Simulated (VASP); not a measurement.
Crystal: Mg2Be.

```
Mg Be
1.0
    -2.10512    2.10512    5.29145
     2.10512   -2.10512    5.29145
     2.10512    2.10512   -5.29145
Mg Be
4 2
Direct
  0.20660 0.20660 0.00000
  0.95660 0.45660 0.50000
  0.54340 0.04340 0.50000
  0.79340 0.79340 0.00000
  0.00000 0.00000 0.00000
  0.75000 0.25000 0.50000
```

| Item | Value |
| --- | --- |
| Program | VASP 6.6.1 |
| Task | relaxation of cell and atoms |
| Functional | PBE |
| Potentials or basis | VASP PAW PBE potentials, release 64 (Mg, Be) |
| Cutoff | 600 eV |
| k mesh | 6 × 6 × 6 |
| Occupations | gaussian, width 0.1 eV |
| Spin | no spin polarisation |

At the start: pressure 30.8 GPa; volume 15.63 Å³/atom.

**Question.** Where does the relaxation end?

**Answer.** Over 28 steps the energy falls by 645.0 meV/atom and the volume is 20.09 Å³/atom (+28.5 %); space group I4_1/amd (No. 141, to 0.05 Å).

Step by step:
```tsv
step	energy change (eV)	largest force (eV/Å)	pressure (GPa)	volume (Å³)
1	0.0000	1.5762	30.78	93.80
2	-3.5796	0.1181	0.37	140.74
3	-3.5825	0.0827	-0.28	143.50
4	-3.5828	0.0969	-0.02	142.37
5	-3.5915	0.1346	-0.06	142.10
6	-3.5989	0.2220	-0.12	141.49
7	-3.6058	0.2190	-0.13	141.10
8	-3.6257	0.2121	-0.15	139.92
9	-3.6631	0.2048	-0.17	137.56
10	-3.7294	0.2072	-0.09	132.76
11	-3.8282	0.2462	0.47	122.86
12	-3.2455	0.3017	7.34	101.82
13	-3.6833	0.5843	1.85	119.78
14	-3.5550	0.6122	3.92	110.95
15	-3.5584	0.6011	3.91	110.87
16	-3.5677	0.5679	3.88	110.62
17	-3.5824	0.5019	3.83	110.13
18	-3.5952	0.3708	3.80	109.13
19	-3.6076	0.3585	3.65	109.47
20	-3.6416	0.3221	3.21	110.47
21	-3.6972	0.2534	2.38	112.49
22	-3.7702	0.1345	0.94	116.54
23	-3.8227	0.0327	-1.37	124.75
24	-3.8394	0.0518	-1.23	124.26
25	-3.8617	0.0872	-0.73	123.11
26	-3.8629	0.0979	-0.56	122.75
27	-3.8671	0.0759	-0.31	121.91
28	-3.8698	0.0397	0.10	120.57
```

Final structure:
```
Mg Be
1.0
    -2.49455    2.49455    4.84382
     2.49455   -2.49455    4.84382
     2.49455    2.49455   -4.84382
Mg Be
4 2
Direct
  0.26729 0.26729 0.00000
  0.01729 0.51729 0.50000
  0.48271 0.98271 0.50000
  0.73271 0.73271 0.00000
  0.00000 0.00000 0.00000
  0.75000 0.25000 0.50000
```

Caveat: the volume moved by over 15 % at a fixed basis, so the end points are rough.
